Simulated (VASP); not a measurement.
Wanted: the native input for a VASP 6.6.1 run.

```yaml
Task: single point
Functional: PBE
Potentials_or_basis: VASP PAW PBE potentials, release 64 (Te)
Cutoff: 520 eV
k_mesh: 13 × 13 × 13
Occupations: fermi-dirac, width 0.08 eV
Spin: no spin polarisation
Dipole_correction: no
Further_INCAR_settings: ALGO = Normal; EDIFF = 1e-06; NBANDS = 13
```

The structure of Te lies in POSCAR:

```
Te
1.0
   -3.1557246545      3.1557246545      1.5666461652
    3.1557246545     -3.1557246545      1.5666461652
    3.1557246545      3.1557246545     -1.5666461652
Te
2
Direct
   -0.3750000000     -0.1250000000     -0.2500000000
    0.3750000000      0.1250000000      0.2500000000
```

One way to write it, as run:

INCAR

```
SYSTEM = Te
PREC = Accurate
ENCUT = 520
EDIFF = 1E-6
ISMEAR = -1
SIGMA = 0.08
LREAL = .FALSE.
LASPH = .TRUE.
NELM = 100
ALGO = Normal
ISIF = 2
LWAVE = .FALSE.
LCHARG = .FALSE.
GGA = PE
NBANDS = 13
```

KPOINTS

```
regular mesh
0
G
  13 13 13
  0 0 0
```

Potentials or basis: VASP PAW PBE potentials, release 64 (Te).

The run is started by

```console
$ cat potpaw_PBE.64/Te/POTCAR > POTCAR
$ mpirun -np 1 vasp_std > vasp.out
```

Results of the run:

* Pressure: 1.5 GPa
* Band gap on the k mesh: zero (bands 6 and 7 overlap by 3.47 eV)

Caveat: spin-orbit coupling is left out, which moves the levels of the heavy elements.

Run time: 3.4 min on 1 thread of Oxide Virtual Turin-like Processor, with other jobs on the host, peak memory 0.26 GiB.
